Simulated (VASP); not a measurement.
Here is a VASP 6.6.1 calculation.

INCAR

```
SYSTEM = ZrS
PREC     = Accurate       ! precision mode
ENCUT    = 520            ! plane-wave cutoff, eV
EDIFF    = 1E-7           ! SCF threshold, eV
ISMEAR   = 0              ! smearing method
SIGMA    = 0.15           ! smearing width, eV
LREAL    = .False.        ! projectors in reciprocal space
LASPH    = .True.         ! aspherical terms in the spheres
NELM     = 80             ! most SCF steps
ALGO     = Normal         ! electronic algorithm
ISIF     = 2              ! what is computed and relaxed
LWAVE    = .False.        ! write WAVECAR
LCHARG   = .False.        ! write CHGCAR
GGA      = PS             ! functional
NBANDS   = 16             ! bands
```

Contents of KPOINTS:

```
Automatic mesh
0
Gamma
  16 16 16
  0 0 0
```

File POSCAR:

```
ZrS
1.0
    0.0000000000      2.5856250000      2.6250000000
    2.5856250000      0.0000000000      2.6250000000
    2.5856250000      2.5856250000      0.0000000000
Zr S
1 1
Direct
    0.0000000000      0.0000000000      0.0000000000
    0.5000000000      0.5000000000      0.5000000000
```

Potentials or basis: VASP PAW PBE potentials, release 64 (Zr_sv, S).

Run with:

```console
$ cat potpaw_PBE.64/Zr_sv/POTCAR potpaw_PBE.64/S/POTCAR > POTCAR
$ mpirun -np 1 vasp_std > vasp.out
```

Task: What does it give for the pressure?

Result: -2.3 GPa.

Task: Predict the band gap on the k mesh.

Result: Zero (bands 9 and 10 overlap by 2.88 eV).

Stress tensor (GPa, compression positive):
```
-0.98  0.00  0.00
 0.00 -0.98  0.00
 0.00  0.00 -4.99
```

Caveat: the cell differs from its parent crystal (strain -0.015 along x and y, +0.000 along z); the PAW data sets were made with another functional, which shifts forces and pressure a little.
